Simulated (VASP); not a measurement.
Set up this calculation in VASP 6.6.1, as the native input.

```
Task                   : relaxation of cell and atoms
Functional             : PBEsol
Potentials or basis    : VASP PAW PBE potentials, release 64 (Ga_d, N)
Cutoff                 : 600 eV
k mesh                 : 8 × 8 × 8
Occupations            : gaussian, width 0.01 eV
Spin                   : no spin polarisation
Dipole correction      : no
Further INCAR settings : ALGO = Normal; EDIFF = 1e-07; IBRION = 2; EDIFFG = -0.002; NSW = 100; ISIF = 3
```

The structure of GaN lies in POSCAR:

```
GaN
1.0
    0.0000000000      2.2535006075      2.2535006075
    2.2535006075      0.0000000000      2.2535006075
    2.2535006075      2.2535006075      0.0000000000
Ga N
1 1
Direct
    0.0000000000      0.0000000000      0.0000000000
    0.2500000000      0.2500000000      0.2500000000
```

The input as run:

INCAR

```
PREC = Accurate
ENCUT = 600
EDIFF = 1E-7
ISMEAR = 0
SIGMA = 0.01
LREAL = False
LASPH = True
NELM = 80
ALGO = Normal
ISIF = 3
LWAVE = False
LCHARG = False
GGA = PS
IBRION = 2
NSW = 100
EDIFFG = -0.002
```

KPOINTS

```
Automatic mesh
0
Gamma
  8 8 8
```

Potentials or basis: VASP PAW PBE potentials, release 64 (Ga_d, N).

Command:

```bash
$ cat potpaw_PBE.64/Ga_d/POTCAR potpaw_PBE.64/N/POTCAR > POTCAR
$ mpirun -np 1 vasp_std > vasp.out
```

Results of the run:

```yaml
Relaxed_volume: 11.35 Å³/atom
Relaxed_cell: a = 3.179 Å, b = 3.179 Å, c = 3.179 Å, α = 60.00°, β = 60.00°, γ = 60.00°
Space_group_after_relaxing_to_0.1_Å: F-43m (No. 216)
Energy_gained_by_relaxing: 0.4 meV/atom
Ionic_steps: 7
Pressure_after_relaxing: 0.0 GPa
Band_gap_on_the_k_mesh: 1.73 eV
```

Caveat: the PAW data sets were made with another functional, which shifts forces and pressure a little.

Run time: 92 s on 1 thread of Intel Xeon 8259CL (shared host), peak memory 0.17 GiB.
